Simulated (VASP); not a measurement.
# LiH in VASP: notebook

The runs below take LiH through single point, with PBE.

Everything below comes from runs of VASP 6.6.1. Logs are shortened: lines on timing, memory, paths and dates and some standing lists are left out, and cuts for length are marked.

### Step 1. The cell of the first run

It takes space group P-3m1 (No. 164, trigonal). Conventional cell: a = 2.813 Å, b = 2.813 Å, c = 11.842 Å, α = 90.00°, β = 90.00°, γ = 120.00°. Within 2.6 Å of Li (site symmetry 3m) lie 6 H at 1.99 to 2.04 Å and 1 Li at 2.45 Å. Within 2.7 Å of Li (site symmetry -3m) lie 6 H at 2.03 Å and 2 Li at 2.45 Å. Within 2.6 Å of Li (site symmetry 3m) lie 6 H at 1.99 Å. H (site symmetry 3m) has 6 Li at 1.99 Å within 2.6 Å. H (site symmetry 3m) has 6 Li at 2.03 to 2.04 Å within 2.7 Å. H (site symmetry -3m) has 6 Li at 1.99 Å within 2.6 Å.

### Step 2. Single point, PBE

INCAR reads:

```
  PREC = Accurate
  ENCUT = 750
  EDIFF = 1E-6
  ISMEAR = 0
  SIGMA = 0.1
  LREAL = F
  LASPH = T
  NELM = 120
  ALGO = Normal
  ISIF = 2
  LWAVE = F
  LCHARG = F
  GGA = PE
  NBANDS = 21
  GGA_COMPAT = F
```

KPOINTS reads:

```
regular mesh
0
Gamma
  6 6 1
```

POSCAR reads:

```
LiH
1.0
    2.8125483663      0.0000000000      0.0000000000
   -1.4062741832      2.4357383346      0.0000000000
    0.0000000000      0.0000000000     11.8418048291
Li H
5 5
Direct
    0.0000000000      1.0000000000      0.7929779085
    0.0000000000      0.0000000000      0.0000000000
    0.0000000000      0.0000000000      0.2070220915
    0.3333333333      0.6666666667      0.4023000320
    0.6666666667      0.3333333333      0.5976999680
    0.3333333333      0.6666666667      0.6954143709
    0.6666666667      0.3333333333      0.8965773818
    0.3333333333      0.6666666667      0.1034226182
    0.6666666667      0.3333333333      0.3045856291
    0.0000000000      1.0000000000      0.5000000000
```

Potentials or basis: VASP PAW PBE potentials, release 64 (Li_sv, H).

Command:

```sh
cat potpaw_PBE.64/Li_sv/POTCAR potpaw_PBE.64/H/POTCAR > POTCAR
mpirun -np 1 vasp_std > vasp.out
```

OUTCAR:

```text
PREC = Accurate
   ENCUT = 750
   EDIFF = 1E-6
   ISMEAR = 0
   LREAL = F
   LASPH = T
   NELM = 120
   ISIF = 2
   GGA = PE

 ion  position               nearest neighbor table
   1  0.000  0.000  0.793-   2 2.45
   2  0.000  0.000  0.000-   1 2.45   3 2.45
   3  0.000  0.000  0.207-   2 2.45
   4  0.333  0.667  0.402-
   5  0.667  0.333  0.598-
   6  0.333  0.667  0.695-
   7  0.667  0.333  0.897-
   8  0.333  0.667  0.103-
   9  0.667  0.333  0.305-
  10  0.000  0.000  0.500-

  LATTYP: Found a hexagonal cell.
 ALAT       =     2.8125483663
 C/A-ratio  =     4.2103470898

  Lattice vectors:

 A1 = (   2.8125483663,   0.0000000000,   0.0000000000)
 A2 = (  -1.4062741832,   2.4357383346,   0.0000000000)
 A3 = (   0.0000000000,   0.0000000000,  11.8418048291)

Analysis of symmetry for initial positions (statically):
=====================================================================
 Subroutine PRICEL returns:
 Original cell was already a primitive cell.

 Routine SETGRP: Setting up the symmetry group for a
 hexagonal supercell.

 Subroutine GETGRP returns: Found 12 space group operations
 (whereof 12 operations were pure point group operations)
 out of a pool of 24 trial point group operations.

The static configuration has the point symmetry D_3d.

Analysis of symmetry for dynamics (positions and initial velocities):
=====================================================================
 Subroutine PRICEL returns:
 Original cell was already a primitive cell.

 Routine SETGRP: Setting up the symmetry group for a
 hexagonal supercell.

 Subroutine GETGRP returns: Found 12 space group operations
 (whereof 12 operations were pure point group operations)
 out of a pool of 24 trial point group operations.

The dynamic configuration has the point symmetry D_3d.

 Subroutine INISYM returns: Found 12 space group operations
 (whereof 12 operations are pure point group operations),
 and found     1 'primitive' translations

----------------------------------------------------------------------------------------

                                     Primitive cell

  volume of cell :      81.1238

  direct lattice vectors                    reciprocal lattice vectors
     2.812548366  0.000000000  0.000000000     0.355549441  0.205276566  0.000000000
    -1.406274183  2.435738335  0.000000000     0.000000000  0.410553131  0.000000000
     0.000000000  0.000000000 11.841804829     0.000000000  0.000000000  0.084446587

  length of vectors
     2.812548366  2.812548366 11.841804829     0.410553131  0.410553131  0.084446587

  position of ions in fractional coordinates (direct lattice)
     0.000000000  0.000000000  0.792977908
     0.000000000  0.000000000  0.000000000
     0.000000000  0.000000000  0.207022092
     0.333333333  0.666666667  0.402300032
     0.666666667  0.333333333  0.597699968
     0.333333333  0.666666667  0.695414371
     0.666666667  0.333333333  0.896577382
     0.333333333  0.666666667  0.103422618
     0.666666667  0.333333333  0.304585629
     0.000000000  0.000000000  0.500000000

  ion indices of the primitive-cell ions
   primitive index   ion index
                 1           1
                 2           2
                 3           3
                 4           4
                 5           5
                 6           6
                 7           7
                 8           8
                 9           9
                10          10

----------------------------------------------------------------------------------------

 KPOINTS: regular mesh

Automatic generation of k-mesh.
 Grid dimensions read from file:
 generate k-points for:    6    6    1

 Generating k-lattice:

  Cartesian coordinates                     Fractional coordinates (reciprocal lattice)
     0.059258240  0.034212761  0.000000000     0.166666667  0.000000000  0.000000000
     0.000000000  0.068425522  0.000000000     0.000000000  0.166666667  0.000000000
     0.000000000  0.000000000  0.084446587     0.000000000  0.000000000  1.000000000

  Length of vectors
     0.068425522  0.068425522  0.084446587

  Shift w.r.t. Gamma in fractional coordinates (k-lattice)
     0.000000000  0.000000000  0.000000000

 Subroutine IBZKPT returns following result:
 ===========================================

 Found      7 irreducible k-points:

 Following reciprocal coordinates:
            Coordinates               Weight
  0.000000  0.000000  0.000000      1.000000
  0.166667  0.000000  0.000000      6.000000
  0.333333 -0.000000  0.000000      6.000000
  0.500000  0.000000  0.000000      3.000000
  0.166667  0.166667  0.000000      6.000000
  0.333333  0.166667  0.000000     12.000000
  0.333333  0.333333  0.000000      2.000000
   k-points           NKPTS =      7   k-points in BZ     NKDIM =      7   number of bands    NBANDS=     21
   number of dos      NEDOS =    301   number of ions     NIONS =     10
   total plane-waves  NPLWV =  84672
   dimension x,y,z NGX =    28 NGY =   28 NGZ =  108
   dimension x,y,z NGXF=    56 NGYF=   56 NGZF=  216
   ions per type =               5   5
   NGX,Y,Z   is equivalent  to a cutoff of  16.55, 16.55, 15.16 a.u.
   NGXF,Y,Z  is equivalent  to a cutoff of  33.10, 33.10, 30.32 a.u.
 SYSTEM =  unknown system
   PREC   = accura    normal or accurate (medium, high low for compatibility)
   ISTART =      0    job   : 0-new  1-cont  2-samecut
   ICHARG =      2    charge: 1-file 2-atom 10-const
   ISPIN  =      1    spin polarized calculation?
   LNONCOLLINEAR =      F non collinear calculations
   LSORBIT =      F    spin-orbit coupling
   LASPH  =      T    aspherical Exc in radial PAW
   ENCUT  =  750.0 eV  55.12 Ry    7.42 a.u.   6.28  6.28 26.44*2*pi/ulx,y,z
   NELM   =    120;   NELMIN=  2; NELMDL= -5     # of ELM steps
   EDIFF  = 0.1E-05   stopping-criterion for ELM
   LREAL  =      F    real-space projection
   EDIFFG = 0.1E-04   stopping-criterion for IOM
   NSW    =      0    number of steps for IOM
   IBRION =     -1    ionic relax: 0-MD 1-quasi-New 2-CG
   NFREE  =      0    steps in history (QN), initial steepest desc. (CG)
   ISIF   =      2    stress and relaxation
   ISYM   =      2    0-nonsym 1-usesym 2-fastsym
   POTIM  = 0.5000    time-step for ionic-motion
   TEBEG  =    0.0;   TEEND  =   0.0 temperature during run
   PSTRESS=    0.0 pullay stress
   NELECT =      20.0000    total number of electrons
   NUPDOWN=      -1.0000    fix difference up-down
   EMIN   =  10.00;   EMAX   =-10.00  energy-range for DOS
   EFERMI =   0.00;   METHOD = LEGACY
   ISMEAR =     0;   SIGMA  =   0.10  broadening in eV -4-tet -1-fermi 0-gaus
   EFERMI_NEDOS =   21; number of points for ismear=-14 and -15
   IALGO  =     38    algorithm
   IMIX   =      4    mixing-type and parameters
     AMIX     =   0.40;   BMIX     =  1.00
     AMIX_MAG =   1.60;   BMIX_MAG =  1.00
  volume/ion in A,a.u.               =       8.11        54.75
  Fermi-wavevector in a.u.,A,eV,Ry     =   1.026523  1.939847 14.337130  1.053749
  Thomas-Fermi vector in A             =   2.160420
   LORBIT       =      0    0 simple, 1 ext, 2 COOP (PROOUT), +10 PAW based schemes
   GGA     = PE    functional components
   LHFCALC =     F    Hartree Fock is set to
   AEXX    =    0.0000 exact exchange contribution
   IVDW    =     0    specifies the selected vdW correction
   LEPSILON=     F    determine dielectric tensor
   LRPA    =     F    only Hartree local field effects (RPA)
 non-spin polarized calculation
 Gauss-broadening in eV      SIGMA  =   0.10
  energy-cutoff  :      750.00
  volume of cell :       81.12
 maximum number of plane-waves:      3809
 NGX is ok and might be reduce to    28
   NGX = 13   NGY = 13   NGZ = 53

 number of electron      20.0000003 magnetization

 Free energy of the ion-electron system (eV)
  ---------------------------------------------------
  ext. energy  EPLUGINS =         0.00000000
  ---------------------------------------------------
  free energy    TOTEN  =       -30.42624244 eV

  energy without entropy =      -30.42624244  energy(sigma->0) =      -30.42624244

 E-fermi :   0.4553     XC(G=0):  -8.4853

 val. band max:        0.0099996475   @ k =   0.5000   0.0000   0.0000
 cond. band min:       3.5049755878   @ k =   0.5000   0.0000   0.0000
 fundamental gap:      3.4949759403
 Fermi energy:         0.4552609899

 k-point     1 :       0.0000    0.0000    0.0000
  band No.  band energies     occupation
      1     -44.3388      2.00000
      2     -44.2871      2.00000
      3     -44.2796      2.00000
      4     -44.2473      2.00000
      5     -44.2256      2.00000
      6      -5.3834      2.00000
[... 13 lines left out ...]
     20      16.2913      0.00000
     21      16.2927      0.00000

 k-point     2 :       0.1667    0.0000    0.0000
  band No.  band energies     occupation
      1     -44.3304      2.00000
      2     -44.2785      2.00000
      3     -44.2708      2.00000
      4     -44.2388      2.00000
      5     -44.2194      2.00000
      6      -4.9389      2.00000
[... 13 lines left out ...]
     20      13.7757      0.00000
     21      14.7553      0.00000

 k-point     3 :       0.3333   -0.0000    0.0000
  band No.  band energies     occupation
      1     -44.3137      2.00000
      2     -44.2613      2.00000
      3     -44.2533      2.00000
      4     -44.2208      2.00000
      5     -44.2079      2.00000
      6      -3.6866      2.00000
[... 13 lines left out ...]
     20      12.0062      0.00000
     21      12.8029      0.00000

 k-point     4 :       0.5000    0.0000    0.0000
  band No.  band energies     occupation
      1     -44.3054      2.00000
      2     -44.2527      2.00000
      3     -44.2446      2.00000
      4     -44.2105      2.00000
      5     -44.2033      2.00000
      6      -2.4643      2.00000
[... 13 lines left out ...]
     20      11.6365      0.00000
     21      12.1346      0.00000

 k-point     5 :       0.1667    0.1667    0.0000
  band No.  band energies     occupation
      1     -44.3179      2.00000
      2     -44.2656      2.00000
      3     -44.2577      2.00000
      4     -44.2255      2.00000
      5     -44.2106      2.00000
      6      -4.0730      2.00000
[... 13 lines left out ...]
     20      11.7114      0.00000
     21      12.5829      0.00000

 k-point     6 :       0.3333    0.1667    0.0000
  band No.  band energies     occupation
      1     -44.3054      2.00000
      2     -44.2527      2.00000
      3     -44.2447      2.00000
      4     -44.2106      2.00000
      5     -44.2032      2.00000
      6      -2.5661      2.00000
[... 13 lines left out ...]
     20      10.1322      0.00000
     21      10.3110      0.00000

 k-point     7 :       0.3333    0.3333    0.0000
  band No.  band energies     occupation
      1     -44.3013      2.00000
      2     -44.2484      2.00000
      3     -44.2405      2.00000
      4     -44.2031      2.00000
      5     -44.2031      2.00000
      6      -1.0942      2.00000
[... 13 lines left out ...]
     20       7.5458      0.00000
     21      10.2857      0.00000

------------------------ aborting loop because EDIFF is reached ----------------------------------------

  FORCE on cell =-STRESS in cart. coord.  units (eV):
  Direction    XX          YY          ZZ          XY          YZ          ZX
  --------------------------------------------------------------------------------------
  -------------------------------------------------------------------------------------
  Total       -0.0935205     -0.0935205     -0.1436857      0.0000000      0.0000000      0.0000000
  in kB       -1.8470080     -1.8470080     -2.8377605      0.0000000      0.0000000      0.0000000
  external PRESSURE =      -2.1772588 kB  Pullay stress =       0.0000000 kB

 VOLUME and BASIS-vectors are now :
 -----------------------------------------------------------------------------
  energy-cutoff  :      750.00
  volume of cell :       81.12
      direct lattice vectors                 reciprocal lattice vectors
     2.812548366  0.000000000  0.000000000     0.355549441  0.205276566  0.000000000
    -1.406274183  2.435738335  0.000000000     0.000000000  0.410553131  0.000000000
     0.000000000  0.000000000 11.841804829     0.000000000  0.000000000  0.084446587

 POSITION                                       TOTAL-FORCE (eV/Angst)
 -----------------------------------------------------------------------------------
      0.00000      0.00000      9.39029         0.000000      0.000000     -0.001690
      0.00000      0.00000      0.00000         0.000000      0.000000      0.000000
      0.00000      0.00000      2.45152         0.000000     -0.000000      0.001690
     -0.00000      1.62383      4.76396        -0.000000     -0.000000      0.000060
      1.40627      0.81191      7.07785         0.000000      0.000000     -0.000060
     -0.00000      1.62383      8.23496        -0.000000     -0.000000      0.000142
      1.40627      0.81191     10.61709         0.000000     -0.000000     -0.000073
     -0.00000      1.62383      1.22471        -0.000000      0.000000      0.000073
      1.40627      0.81191      3.60684         0.000000      0.000000     -0.000142
      0.00000      0.00000      5.92090         0.000000      0.000000      0.000000
 -----------------------------------------------------------------------------------
    total drift:                                0.000000      0.000000      0.000000

  FREE ENERGIE OF THE ION-ELECTRON SYSTEM (eV)
  ---------------------------------------------------
  free  energy   TOTEN  =       -30.4262424437 eV

  energy  without entropy=      -30.4262424437  energy(sigma->0) =      -30.42624244
```

Wall time 57 s (1 thread of Intel Xeon 8259CL, shared host); peak memory 0.26 GiB.

Results:

| Quantity | Value |
| --- | --- |
| Free energy | -30.4262 eV |
| Pressure | -0.2 GPa |
| Band gap on the k mesh | 3.50 eV |

Stress tensor (GPa, compression positive):
```
-0.18  0.00  0.00
 0.00 -0.18  0.00
 0.00  0.00 -0.28
```

Levels at points of the mesh, in eV from the valence-band top:
```csv
k point,band 6,band 7,band 8,band 9,band 10,band 11,band 12,band 13,band 14,band 15
"(0.00, 0.00, 0.00)",-5.39,-4.74,-4.65,-3.18,-3.16,5.50,5.68,10.70,10.75,14.14
"(0.50, 0.00, 0.00)",-2.47,-2.30,-1.18,-1.18,0.00,3.50,4.51,4.55,5.25,5.56
```

Caveat: the k points lie up to 0.53 Å⁻¹ apart; an odd mesh through Γ misses points on the zone boundary, where band edges can lie.

### Step 3. Single point, PBE

This run uses another cell than the first one, of 8.14 Å³/atom.

INCAR reads:

```
ALGO = Normal ; EDIFF = 1E-6
ENCUT = 750 ; GGA = PE
GGA_COMPAT = F ; ISIF = 2
ISMEAR = 0 ; LASPH = T
LCHARG = F ; LREAL = F
LWAVE = F ; NBANDS = 21
NELM = 120 ; PREC = Accurate
SIGMA = 0.1
```

KPOINTS reads:

```
k-points
0
Gamma
  6 6 2
```

POSCAR reads:

```
LiH
1.0
    2.8151330943      0.0000000000      0.0000000000
   -1.4075665472      2.4379767747      0.0000000000
    0.0000000000      0.0000000000     11.8543299096
Li H
5 5
Direct
    0.0000000000      0.0000000000      0.7927257745
    0.0000000000      0.0000000000      0.0000000000
    0.0000000000      0.0000000000      0.2072742255
    0.3333333333      0.6666666667      0.4023975660
    0.6666666667      0.3333333333      0.5976024340
    0.3333333333      0.6666666667      0.6956895773
    0.6666666667      0.3333333333      0.8967066091
    0.3333333333      0.6666666667      0.1032933909
    0.6666666667      0.3333333333      0.3043104227
    0.0000000000      0.0000000000      0.5000000000
```

Potentials or basis: VASP PAW PBE potentials, release 64 (Li_sv, H).

Command:

```sh
cat potpaw_PBE.64/Li_sv/POTCAR potpaw_PBE.64/H/POTCAR > POTCAR
mpirun -np 1 vasp_std > vasp.out
```

Run time: 81 s. Hardware: 1 thread of Intel Xeon 8259CL, shared host; peak memory 0.28 GiB.

The run converged. Its results:

* Free energy: -30.4172 eV
* Pressure: -0.3 GPa
* Largest force: 0.024 eV/Å
* Band gap on the k mesh: 3.44 eV (least direct gap 3.48 eV)

Forces on the atoms (eV/Å):
```
Li   0.000  0.000  0.024
Li   0.000  0.000  0.000
Li   0.000  0.000 -0.024
Li   0.000  0.000 -0.011
Li   0.000  0.000  0.011
H    0.000  0.000 -0.020
H    0.000  0.000 -0.011
H    0.000  0.000  0.011
H    0.000  0.000  0.020
H    0.000  0.000  0.000
```

Levels at points of the mesh, in eV from the valence-band top:
```
           k point  band 8  band 9  band 10  band 11  band 12  band 13
(0.00, 0.00, 0.00)   -4.64   -3.17    -3.16     5.49     5.66    10.68
(0.50, 0.00, 0.00)   -1.19   -1.18     0.00     3.48     4.51     4.55
(0.00, 0.00, 0.50)   -3.97   -3.95    -2.78     4.72     7.73     7.76
(0.50, 0.00, 0.50)   -1.85   -0.42    -0.38     3.44     4.50     4.87
```

Caveat: the k points lie up to 0.43 Å⁻¹ apart.

(Part 1 of 2 ends here.)
